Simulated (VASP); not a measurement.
# RbBr in VASP: further runs, part 2 of 2

VASP 6.6.1. Earlier steps stand in the parts before.

### Step 5. Single point, PBEsol, non-collinear spin, zero start, spin-orbit coupling (film at in-plane strain -0.005)

File INCAR:

```
SYSTEM = RbBr
ALGO = Normal ; EDIFF = 1E-6
ENCUT = 520 ; GGA = PS
GGA_COMPAT = .False. ; ISIF = 2
ISMEAR = 0 ; LASPH = .True.
LCHARG = .True. ; LNONCOLLINEAR = .True.
LORBIT = 11 ; LORBMOM = .True.
LREAL = .False. ; LSORBIT = .True.
LVHAR = .True. ; LWAVE = .False.
MAGMOM = 0 0 0 0 0 0 ; NBANDS = 28
NELM = 150 ; PREC = Accurate
SIGMA = 0.01
```

File KPOINTS:

```
k-points
0
Gamma
  6 6 6
  0 0 0
```

File POSCAR:

```
RbBr
1.0
    3.4077991447      3.4077991447      0.0000000000
   -3.4077991447      3.4077991447      0.0000000000
    0.0000000000      3.4077991447      3.4257221177
Rb Br
1 1
Direct
    0.0000000000      0.0000000000      0.0000000000
    0.5000000000      0.5000000000      0.0000000000
```

Potentials or basis: VASP PAW PBE potentials, release 64 (Rb_sv, Br).

Command:

```bash
cat potpaw_PBE.64/Rb_sv/POTCAR potpaw_PBE.64/Br/POTCAR > POTCAR
mpirun -np 1 vasp_ncl > vasp.out
```

OUTCAR:

```text
SYSTEM = RbBr
   EDIFF = 1E-6
   ENCUT = 520
   GGA = PS
   ISIF = 2
   ISMEAR = 0
   LASPH = .True.
   LNONCOLLINEAR = .True.
   LORBIT = 11
   LREAL = .False.
   LSORBIT = .True.
   NELM = 150
   PREC = Accurate

 ion  position               nearest neighbor table
   1  0.000  0.000  0.000-   2 3.41   2 3.41   2 3.41   2 3.41   2 3.43   2 3.43
   2  0.500  0.500  0.000-   1 3.41   1 3.41   1 3.41   1 3.41   1 3.43   1 3.43

  LATTYP: Found a body centered tetragonal cell.
 ALAT       =     4.8193557683
 C/A-ratio  =     1.4216514748

  Lattice vectors:

 A1 = (   3.4077991447,   0.0000000000,  -3.4257221177)
 A2 = (  -3.4077991447,   0.0000000000,  -3.4257221177)
 A3 = (   0.0000000000,   3.4077991447,   3.4257221177)

Analysis of symmetry for initial positions (statically):
=====================================================================
 Subroutine PRICEL returns:
 Original cell was already a primitive cell.

 Routine SETGRP: Setting up the symmetry group for a
 body centered tetragonal supercell.

 Subroutine GETGRP returns: Found 16 space group operations
 (whereof 16 operations were pure point group operations)
 out of a pool of 16 trial point group operations.

The static configuration has the point symmetry D_4h.

Analysis of symmetry for dynamics (positions and initial velocities):
=====================================================================
 Subroutine PRICEL returns:
 Original cell was already a primitive cell.

 Routine SETGRP: Setting up the symmetry group for a
 body centered tetragonal supercell.

 Subroutine GETGRP returns: Found 16 space group operations
 (whereof 16 operations were pure point group operations)
 out of a pool of 16 trial point group operations.

The dynamic configuration has the point symmetry D_4h.

Analysis of structural, dynamic, and magnetic symmetry:
=====================================================================
 Subroutine PRICEL returns:
 Original cell was already a primitive cell.

 Routine SETGRP: Setting up the symmetry group for a
 body centered tetragonal supercell.

 Subroutine GETGRP returns: Found 16 space group operations
 (whereof 16 operations were pure point group operations)
 out of a pool of 16 trial point group operations.

The overall configuration has the point symmetry D_4h.

 Subroutine INISYM returns: Found 16 space group operations
 (whereof 16 operations are pure point group operations),
 and found     1 'primitive' translations

----------------------------------------------------------------------------------------

                                     Primitive cell

  volume of cell :      79.5665

  direct lattice vectors                    reciprocal lattice vectors
     3.407799145  3.407799145  0.000000000     0.146722262  0.146722262 -0.145954629
    -3.407799145  3.407799145  0.000000000    -0.146722262  0.146722262 -0.145954629
     0.000000000  3.407799145  3.425722118     0.000000000  0.000000000  0.291909258

  length of vectors
     4.819355768  4.819355768  4.832045844     0.253687994  0.253687994  0.291909258
[... 882 lines left out ...]
     27       9.0977      0.00000
     28       9.1003      0.00000

 [... further k-points ...]
[... 5 lines left out ...]
  --------------------------------------------------------------------------------------
  -------------------------------------------------------------------------------------
  Total        0.0990365      0.0990365      0.0192527      0.0000000      0.0000000      0.0000000
  in kB        1.9942322      1.9942322      0.3876788      0.0000000      0.0000000      0.0000000
  external PRESSURE =       1.4587144 kB  Pullay stress =       0.0000000 kB

 VOLUME and BASIS-vectors are now :
 -----------------------------------------------------------------------------
  energy-cutoff  :      520.00
  volume of cell :       79.57
      direct lattice vectors                 reciprocal lattice vectors
     3.407799145  3.407799145  0.000000000     0.146722262  0.146722262 -0.145954629
    -3.407799145  3.407799145  0.000000000    -0.146722262  0.146722262 -0.145954629
     0.000000000  3.407799145  3.425722118     0.000000000  0.000000000  0.291909258

 POSITION                                       TOTAL-FORCE (eV/Angst)
 -----------------------------------------------------------------------------------
      0.00000      0.00000      0.00000        -0.000000      0.000000      0.000000
      0.00000      3.40780      0.00000         0.000000     -0.000000      0.000000
 -----------------------------------------------------------------------------------
    total drift:                               -0.000000      0.000000      0.000000

  FREE ENERGIE OF THE ION-ELECTRON SYSTEM (eV)
  ---------------------------------------------------
  free  energy   TOTEN  =        -6.4074180168 eV

  energy  without entropy=       -6.4074180168  energy(sigma->0) =       -6.40741802

 orbital moment (x)

 # of ion     p       d       tot
 ----------------------------------------
  1         0.000  -0.000  -0.000
  2        -0.000   0.000  -0.000
 ----------------------------------------
           -0.000  -0.000  -0.000

 orbital moment (y)

 # of ion     p       d       tot
 ----------------------------------------
  1         0.000  -0.000  -0.000
  2         0.000   0.000   0.000
 ----------------------------------------
            0.000  -0.000  -0.000

 orbital moment (z)

 # of ion     p       d       tot
 ----------------------------------------
  1         0.000   0.000   0.000
  2         0.000   0.000   0.000
 ----------------------------------------
            0.000   0.000   0.000

 Spin-Orbit-Coupling matrix elements

 Ion:    1  E_soc:     -0.0532578
 l=   1
     0.0000000    -0.0088665    -0.0088673
    -0.0088665     0.0000000    -0.0088665
    -0.0088673    -0.0088665     0.0000000
 l=   2
     0.0000000     0.0000009     0.0000000     0.0000009    -0.0000106
     0.0000009     0.0000000    -0.0000077     0.0000008    -0.0000026
     0.0000000    -0.0000077     0.0000000    -0.0000077     0.0000000
     0.0000009     0.0000008    -0.0000077     0.0000000    -0.0000026
    -0.0000106    -0.0000026     0.0000000    -0.0000026     0.0000000
 l=   3
     0.0000000     0.0000000     0.0000000     0.0000000     0.0000000     0.0000000     0.0000000
     0.0000000     0.0000000     0.0000000     0.0000000     0.0000000     0.0000000     0.0000000
     0.0000000     0.0000000     0.0000000     0.0000000     0.0000000     0.0000000     0.0000000
     0.0000000     0.0000000     0.0000000     0.0000000     0.0000000     0.0000000     0.0000000
     0.0000000     0.0000000     0.0000000     0.0000000     0.0000000     0.0000000     0.0000000
     0.0000000     0.0000000     0.0000000     0.0000000     0.0000000     0.0000000     0.0000000
     0.0000000     0.0000000     0.0000000     0.0000000     0.0000000     0.0000000     0.0000000

 Ion:    2  E_soc:     -0.0519872
 l=   1
     0.0000000    -0.0086645    -0.0086632
    -0.0086645     0.0000000    -0.0086645
    -0.0086632    -0.0086645     0.0000000
 l=   2
     0.0000000    -0.0000000     0.0000000    -0.0000000    -0.0000004
    -0.0000000     0.0000000    -0.0000003    -0.0000000    -0.0000001
     0.0000000    -0.0000003     0.0000000    -0.0000003     0.0000000
    -0.0000000    -0.0000000    -0.0000003     0.0000000    -0.0000001
    -0.0000004    -0.0000001     0.0000000    -0.0000001     0.0000000
 l=   3
     0.0000000     0.0000000     0.0000000     0.0000000     0.0000000     0.0000000     0.0000000
     0.0000000     0.0000000     0.0000000     0.0000000     0.0000000     0.0000000     0.0000000
     0.0000000     0.0000000     0.0000000     0.0000000     0.0000000     0.0000000     0.0000000
     0.0000000     0.0000000     0.0000000     0.0000000     0.0000000     0.0000000     0.0000000
     0.0000000     0.0000000     0.0000000     0.0000000     0.0000000     0.0000000     0.0000000
     0.0000000     0.0000000     0.0000000     0.0000000     0.0000000     0.0000000     0.0000000
     0.0000000     0.0000000     0.0000000     0.0000000     0.0000000     0.0000000     0.0000000

 total charge

# of ion       s       p       d       tot
------------------------------------------
    1        1.938   5.350   0.024   7.313
    2        1.592   3.280   0.001   4.874
--------------------------------------------------
tot          3.531   8.630   0.026  12.187

 magnetization (x)

# of ion       s       p       d       tot
------------------------------------------
    1        0.000  -0.000   0.000  -0.000
    2        0.000   0.000   0.000   0.000
--------------------------------------------------
tot          0.000   0.000   0.000   0.000

 magnetization (y)

# of ion       s       p       d       tot
------------------------------------------
    1        0.000   0.000   0.000   0.000
    2       -0.000   0.000  -0.000   0.000
--------------------------------------------------
tot         -0.000   0.000  -0.000   0.000

 magnetization (z)

# of ion       s       p       d       tot
------------------------------------------
    1        0.000  -0.000   0.000  -0.000
    2        0.000   0.000   0.000   0.000
--------------------------------------------------
tot          0.000  -0.000   0.000  -0.000
```

Run time: 2.2 min. Hardware: 1 thread of Oxide Virtual Turin-like, shared host; peak memory 0.4 GiB.

Results:

```
Free energy                                           : -6.4074 eV
Pressure                                              : 0.1 GPa
Net moment                                            : 0.00 μB per cell
Valence electrons inside the program's atomic spheres : Rb 7.31; Br 4.87
```

Stress tensor (GPa, compression positive):
```
0.20 0.00 0.00
0.00 0.20 0.00
0.00 0.00 0.04
```

Moments on the atoms (μB; x, y, z):
```
Rb  0.00 0.00 0.00
Br  0.00 0.00 0.00
```

Caveat: the cell differs from its parent crystal (film at in-plane strain -0.005); the PAW data sets were made with another functional, which shifts forces and pressure a little.

### Step 6. Summary

```tsv
spin	cell	k mesh	smearing	pressure (GPa)	moment (μB)
off	a = 4.844 Å, angles 60.0, 60.0, 90.0°, 2 atoms	10 × 10 × 10	fermi-dirac 0.08 eV	0.0	-
non-collinear, zero start, SOC	a = 4.844 Å, angles 60.0, 60.0, 90.0°, 2 atoms	6 × 6 × 6	gaussian 0.01 eV	0.0	0.00
non-collinear, zero start, SOC	a = 4.747, b = 4.747, c = 4.805 Å, angles 60.4, 60.4, 90.0°, 2 atoms	6 × 6 × 6	gaussian 0.01 eV	0.6	0.00
non-collinear, zero start, SOC	a = 4.819, b = 4.819, c = 4.832 Å, angles 60.1, 60.1, 90.0°, 2 atoms	6 × 6 × 6	gaussian 0.01 eV	0.1	0.00
```

Alike in all rows: task single point; level PBEsol; potentials or basis VASP PAW PBE potentials, release 64 (Rb_sv, Br); cutoff (eV) 520.

Caveats: the PAW data sets were made with another functional, which shifts forces and pressure a little.

Absolute energies hang on the potentials; compare differences alone.
